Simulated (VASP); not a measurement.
Input of a VASP 6.6.1 run:

POSCAR

```
NaF
1.0
    0.0660457016      2.2972417931      2.2972417931
    2.2972417931      0.0660457016      2.2972417931
    2.3632874946      2.3632874946     -0.0000000001
Na F
1 1
Direct
    0.0000000000      0.0000000000      0.0000000000
    0.5000000000      0.5000000000      0.5000000000
```

Contents of INCAR.step1:

```
ALGO = Normal
EDIFF = 1E-4
ENCUT = 520
GGA = PE
ISMEAR = 0
LASPH = True
LCHARG = False
LREAL = False
LWAVE = True
NBANDS = 14
NELM = 80
PREC = Accurate
SIGMA = 0.01
```

Contents of INCAR.step2:

```
ALGO = Normal
EDIFF = 1E-7
ENCUT = 520
ISIF = 2
ISMEAR = 0
ISTART = 1
LASPH = True
LCHARG = True
LELF = True
LMIXTAU = True
LREAL = False
LVHAR = True
LWAVE = False
METAGGA = R2SCAN
NBANDS = 14
NELM = 80
PREC = Accurate
SIGMA = 0.01
```

File KPOINTS:

```
k-points
0
Gamma
  10 10 10
```

Potentials or basis: VASP PAW PBE potentials, release 64 (Na_pv, F).

Run with:

```bash
$ cat potpaw_PBE.64/Na_pv/POTCAR potpaw_PBE.64/F/POTCAR > POTCAR
$ cp INCAR.step1 INCAR
$ mpirun -np 1 vasp_std > vasp.out
$ cp INCAR.step2 INCAR
$ mpirun -np 1 vasp_std > vasp.out
```

What does it give for the pressure?

-0.6 GPa.

What does it give for the band gap on the k mesh?

7.23 eV, direct.

Stress tensor (GPa, compression positive):
```
-0.54 -1.62  0.00
-1.62 -0.54  0.00
 0.00  0.00 -0.80
```

Caveat: the cell differs from its parent crystal (shear xy strain +5.8%); the PAW data sets were made with another functional, which shifts forces and pressure a little. A k mesh can miss the band edges.
